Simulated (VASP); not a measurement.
**Lu: single point with BLYP+D4**

Lu:

```
Lu
1.0
    -1.91422    1.91422    1.91422
     1.91422   -1.91422    1.91422
     1.91422    1.91422   -1.91422
Lu
1
Direct
  0.00000 0.00000 0.00000
```

This cell differs from its parent crystal: volume scaled by 0.94.

```
Program             : VASP 6.6.1
Task                : single point
Functional          : BLYP
Dispersion          : D4
Potentials or basis : VASP PAW PBE potentials, release 64 (Lu)
Cutoff              : 520 eV
k mesh              : 10 × 10 × 10
Occupations         : methfessel-paxton, width 0.025 eV
Spin                : collinear spin, ferromagnetic start
Starting moments    : [1.0] μB
Fixed moment        : 1 μB
```

The pressure is 3.0 GPa, the net moment is 1.00 μB per cell and the site moments are Lu +0.49 μB. The valence electrons inside the program's atomic spheres are Lu 23.23 and the dispersion energy per atom is -0.341 eV.

It took 49 s on 1 thread of AMD EPYC 9R45 96-Core Processor (Zen 5), on a shared host, peak memory 0.18 GiB.

Caveat: the PAW data sets were made with another functional, which shifts forces and pressure a little; the total moment is fixed, so each spin has its own Fermi level.
